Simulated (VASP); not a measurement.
A run of VASP 6.6.1 is set up as follows.

The input INCAR:

```
SYSTEM = AlN
PREC = Accurate
ENCUT = 600
EDIFF = 1E-6
ISMEAR = -1
SIGMA = 0.01
LREAL = .False.
LASPH = .True.
NELM = 120
ALGO = Normal
ISIF = 2
LWAVE = .False.
LCHARG = .False.
GGA = PE
NBANDS = 46
GGA_COMPAT = .False.
```

Contents of KPOINTS:

```
regular mesh
0
Gamma
  1 1 2
  0 0 0
```

POSCAR

```
AlN
1.0
    6.2595139415      0.0000000589      0.0000000000
   -3.1297570217      5.4208980593      0.0000000000
    0.0000000000      0.0000000000      5.0174032450
Al N
8 8
Direct
    0.3335524028      0.1664661886      0.5000247791
    0.3335524028      0.6664661886      0.5000247791
    0.8335524028      0.1664661886      0.5000247791
    0.8335524028      0.6664661886      0.5000247791
    0.1664661886      0.3335524028      0.0000247791
    0.1664661886      0.8335524028      0.0000247791
    0.6664661886      0.3335524028      0.0000247791
    0.6664661886      0.8335524028      0.0000247791
    0.3319615442      0.1680198643      0.8799752209
    0.1680198643      0.3319615442      0.3799752209
    0.3319615442      0.6680198643      0.8799752209
    0.1680198643      0.8319615442      0.3799752209
    0.8319615442      0.1680198643      0.8799752209
    0.6680198643      0.3319615442      0.3799752209
    0.8319615442      0.6680198643      0.8799752209
    0.6680198643      0.8319615442      0.3799752209
```

Potentials or basis: VASP PAW PBE potentials, release 64 (Al, N).

Command:

```sh
$ cat potpaw_PBE.64/Al/POTCAR potpaw_PBE.64/N/POTCAR > POTCAR
$ mpirun -np 1 vasp_std > vasp.out
```

Task: Estimate the pressure.

Result: 0.7 GPa.

Task: What does it give for the largest force?

Result: 0.479 eV/Å.

Task: Predict the band gap on the k mesh.

Result: 4.00 eV.

Forces on the atoms (eV/Å):
```
Al   0.112 -0.066 -0.429
Al   0.112 -0.066 -0.429
Al   0.112 -0.066 -0.429
Al   0.112 -0.066 -0.429
Al  -0.113  0.063 -0.429
Al  -0.113  0.063 -0.429
Al  -0.113  0.063 -0.429
Al  -0.113  0.063 -0.429
N    0.186 -0.106  0.429
N   -0.185  0.108  0.429
N    0.186 -0.106  0.429
N   -0.185  0.108  0.429
N    0.186 -0.106  0.429
N   -0.185  0.108  0.429
N    0.186 -0.106  0.429
N   -0.185  0.108  0.429
```

Caveat: the k points lie up to 1.16 Å⁻¹ apart.
